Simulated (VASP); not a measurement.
Input of a VASP 6.6.1 run:

File INCAR:

```
SYSTEM = CaH8
PREC     = Accurate       ! precision mode
ENCUT    = 600            ! plane-wave cutoff, eV
EDIFF    = 1E-6           ! SCF threshold, eV
ISMEAR   = 0              ! smearing method
SIGMA    = 0.02           ! smearing width, eV
LREAL    = .False.        ! projectors in reciprocal space
LASPH    = .True.         ! aspherical terms in the spheres
NELM     = 60             ! most SCF steps
ALGO     = Normal         ! electronic algorithm
ISIF     = 3              ! what is computed and relaxed
LWAVE    = .False.        ! write WAVECAR
LCHARG   = .False.        ! write CHGCAR
GGA      = PE             ! functional
IBRION   = 2              ! ionic algorithm
NSW      = 100            ! ionic steps
EDIFFG   = -0.01          ! ionic threshold
```

Contents of KPOINTS:

```
regular mesh
0
Gamma
  6 6 4
  0 0 0
```

Contents of POSCAR:

```
CaH8
1.0
    2.8532731810     -3.2618410321      0.0000000000
    2.8532731810      3.2618410321      0.0000000000
    0.0000000000      0.0000000000      6.7872681861
Ca H
1 8
Direct
    0.5000000000      0.5000000000      0.2845157571
    0.4337766897      0.4337766897      0.6711889337
    0.5662233103      0.5662233103      0.6711889337
    0.0647132069      0.9352867931      0.0096752570
    0.9352867931      0.0647132069      0.0096752570
    0.5000000000      0.0000000000      0.2979073413
    0.0000000000      0.5000000000      0.2979073413
    0.1902019407      0.1902019407      0.0072384194
    0.8097980593      0.8097980593      0.0072384194
```

Potentials or basis: VASP PAW PBE potentials, release 64 (Ca_sv, H).

The run is started by

```console
$ cat potpaw_PBE.64/Ca_sv/POTCAR potpaw_PBE.64/H/POTCAR > POTCAR
$ mpirun -np 1 vasp_std > vasp.out
```

(1) What does it give for the space group after relaxing (to 0.1 Å)?

(2) What does it give for the band gap on the k mesh?

Results:

(1) Cmm2 (No. 35).

(2) 1.10 eV (least direct gap 1.46 eV).
